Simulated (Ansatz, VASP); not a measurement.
**SiO2: VASP beside Ansatz**

```
Si O
1.0
     5.23827    0.00000    0.00000
     0.00000    7.44058    0.00000
     0.00000    0.00000    8.12286
Si O
6 12
Direct
  0.25000 0.21135 0.10526
  0.75000 0.78865 0.89474
  0.75000 0.21135 0.89474
  0.25000 0.78865 0.10526
  0.25000 0.50000 0.38688
  0.75000 0.50000 0.61312
  0.00000 0.26266 0.00000
  0.50000 0.73734 0.00000
  0.00000 0.73734 0.00000
  0.50000 0.26266 0.00000
  0.25000 0.00000 0.14828
  0.75000 0.00000 0.85172
  0.25000 0.32188 0.27441
  0.75000 0.67812 0.72559
  0.75000 0.32188 0.72559
  0.25000 0.67812 0.27441
  0.50000 0.50000 0.50000
  0.00000 0.50000 0.50000
```

Alike in both runs: task electric field gradients; functional PBE; k mesh 4 × 3 × 3; occupations fermi-dirac, width 0.02 eV; no spin polarisation.

```csv
,VASP,Ansatz
version,VASP 6.6.1,Ansatz 0.2.0
potentials or method,"VASP PAW PBE potentials, release 64 (Si, O)","plane-wave PAW, scalar-relativistic"
plane-wave cutoff (eV),520,420
valence electrons in the cell,96,96
```

```csv
,VASP,Ansatz,Ansatz less VASP
gap on the k mesh at the Fermi level (eV),5.51,5.51,+0.004
pressure (GPa),3.7,3.7,-0.08
rms of the force components (eV/Å),0.110,0.116,+0.0062
size of Vzz on the site where it differs most (V/Å²),98.1,106.9,+8.79
```

Atom by atom the forces differ by 0.012 eV/Å (rms over components).
